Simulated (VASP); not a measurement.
A run of VASP 6.6.1:

File INCAR:

```
  ALGO = Fast
  EDIFF = 1E-7
  ENCUT = 520
  GGA = PE
  ISIF = 2
  ISMEAR = 0
  LASPH = True
  LCHARG = True
  LELF = True
  LREAL = False
  LVHAR = True
  LWAVE = False
  NBANDS = 13
  NELM = 80
  PREC = Accurate
  SIGMA = 0.15
```

File KPOINTS:

```
k-points
0
Gamma
  22 22 22
```

File POSCAR:

```
Mo
1.0
   -1.5710000000      1.5710000000      1.5238700000
    1.5710000000     -1.5710000000      1.5238700000
    1.5710000000      1.5710000000     -1.5238700000
Mo
1
Direct
    0.0000000000      0.0000000000      0.0000000000
```

Potentials or basis: VASP PAW PBE potentials, release 64 (Mo_sv).

The run is started by

```console
$ cat potpaw_PBE.64/Mo_sv/POTCAR > POTCAR
$ mpirun -np 1 vasp_std > vasp.out
```

Hardware: 1 thread of Intel Xeon 8259CL, on a shared host.

Question: How long does it take, and how much memory?

Answer: It took 4.4 min on 1 thread of Intel Xeon 8259CL (shared host), peak memory 0.26 GiB. Counts: scf iterations 15, k points 834.
